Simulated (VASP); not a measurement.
V, 1 atom in the cell. Symmetry: Im-3m, No. 229, cubic system. The conventional cell has a = 2.989 Å, b = 2.989 Å, c = 2.989 Å, α = 90.00°, β = 90.00°, γ = 90.00°. Within 3.4 Å of V (site symmetry m-3m) lie 14 V at 2.59 to 2.99 Å. 

| Quantity | Value |
| --- | --- |
| Program | VASP 6.6.1 |
| Task | single point |
| Functional | PBE |
| Potentials or basis | VASP PAW PBE potentials, release 64 (V_sv) |
| Cutoff | 500 eV |
| k mesh | 8 × 8 × 8 |
| Occupations | gaussian, width 0.1 eV |
| Spin | no spin polarisation |
| Dipole correction | no |
| Further INCAR settings | ALGO = Normal; EDIFF = 1e-06; NBANDS = 12 |

Potentials or basis: VASP PAW PBE potentials, release 64 (V_sv).

Run with:

```console
$ cat potpaw_PBE.64/V_sv/POTCAR > POTCAR
$ mpirun -np 1 vasp_std > vasp.out
```

Hardware: 1 thread of Intel Xeon 8259CL, with other jobs on the host.

How long does it take, and how much memory?

Wall time 9 s on 1 thread of Intel Xeon 8259CL, with other jobs on the host, peak memory 0.12 GiB. Counts: scf iterations 12, k points 29.
